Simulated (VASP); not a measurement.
The system is Ba2Hf2O.

```xyz
5
Lattice="5.5000 0.0000 0.0000 -2.7500 4.7631 0.0000 0.0000 0.0000 5.4622" Properties=species:S:1:pos:R:3 pbc="T T T"
Ba    0.0000    3.1754    3.7637
Ba    2.7500    1.5877    3.7637
Hf    0.0000    3.1754    1.0306
Hf    2.7500    1.5877    1.0306
O     0.0000    0.0000    0.2317
```

| Property | Result |
| --- | --- |
| Program | VASP 6.6.1 |
| Task | relaxation of cell and atoms |
| Functional | PBE |
| Potentials or basis | VASP PAW PBE potentials, release 64 (Ba_sv, Hf_pv, O) |
| Cutoff | 600 eV |
| k mesh | 6 × 6 × 4 |
| Occupations | gaussian, width 0.1 eV |
| Spin | no spin polarisation |

At the start: pressure 4.4 GPa; volume 28.62 Å³/atom.

Task: Where does the relaxation end?

Result: Over 39 steps the energy falls by 599.5 meV/atom and the volume is 31.35 Å³/atom (+9.5 %); space group P6/mmm (No. 191, to 0.05 Å).

Step by step:
| step | energy change (eV) | largest force (eV/Å) | pressure (GPa) | volume (Å³) |
| --- | --- | --- | --- | --- |
| 1 | 0.0000 | 0.4458 | 4.43 | 143.10 |
| 2 | -1.3315 | 0.2663 | -1.99 | 157.36 |
| 3 | -1.3987 | 0.4091 | -1.39 | 153.96 |
| 4 | -1.4013 | 0.3981 | -1.48 | 154.41 |
| 5 | -1.4468 | 0.3796 | -0.12 | 148.71 |
| 6 | -1.4485 | 0.3743 | 0.23 | 147.46 |
| 7 | -1.4635 | 0.4120 | 0.30 | 147.29 |
| 8 | -1.5016 | 0.5177 | 0.56 | 146.77 |
| 9 | -1.5183 | 0.6455 | 1.29 | 145.69 |
| 10 | -1.5244 | 0.6112 | 0.96 | 146.13 |
| 11 | -1.5302 | 0.6164 | 0.93 | 146.27 |
| 12 | -1.5472 | 0.6311 | 0.87 | 146.69 |
| 13 | -1.5796 | 0.6543 | 0.74 | 147.54 |
| 14 | -1.6369 | 0.6933 | 0.51 | 149.23 |
| 15 | -1.7170 | 1.0679 | 0.25 | 152.66 |
| 16 | -1.6782 | 2.0941 | 0.49 | 159.66 |
| 17 | -1.7386 | 1.3701 | 0.27 | 154.84 |
| 18 | -1.7664 | 1.3760 | 0.22 | 155.38 |
| 19 | -1.8488 | 1.3931 | 0.05 | 157.01 |
| 20 | -2.0076 | 1.4210 | -0.24 | 160.27 |
| 21 | -2.2144 | 1.4421 | -0.74 | 166.78 |
| 22 | -2.2179 | 1.4296 | -0.89 | 169.30 |
| 23 | -2.3719 | 1.1581 | -0.77 | 168.47 |
| 24 | -2.5602 | 0.6269 | 0.06 | 166.12 |
| 25 | -2.5628 | 0.5707 | 0.22 | 165.80 |
| 26 | -2.6108 | 0.5361 | -0.14 | 166.13 |
| 27 | -2.7263 | 0.4386 | -1.08 | 167.04 |
| 28 | -2.8411 | 0.2798 | -2.33 | 168.67 |
| 29 | -2.8902 | 0.2492 | -1.94 | 166.08 |
| 30 | -2.9773 | 0.1295 | -0.55 | 158.42 |
| 31 | -2.9828 | 0.0735 | 0.06 | 155.63 |
| 32 | -2.9830 | 0.0820 | -0.03 | 156.02 |
| 33 | -2.9888 | 0.0750 | 0.06 | 155.95 |
| 34 | -2.9934 | 0.0692 | 0.26 | 155.80 |
| 35 | -2.9946 | 0.0666 | 0.09 | 156.47 |
| 36 | -2.9950 | 0.0636 | -0.09 | 157.20 |
| 37 | -2.9955 | 0.0591 | -0.07 | 157.15 |
| 38 | -2.9967 | 0.0451 | -0.04 | 157.02 |
| 39 | -2.9977 | 0.0166 | 0.03 | 156.75 |

Final structure:
```xyz
5
Lattice="5.2047 0.0000 0.0000 -2.6024 4.5074 0.0000 0.0000 0.0000 6.6815" Properties=species:S:1:pos:R:3 pbc="T T T"
Ba    0.0000    3.0050    5.0715
Ba    2.6024    1.5025    5.0715
Hf    0.0000    3.0050    1.7344
Hf    2.6024    1.5025    1.7344
O     0.0000    0.0000    5.0819
```
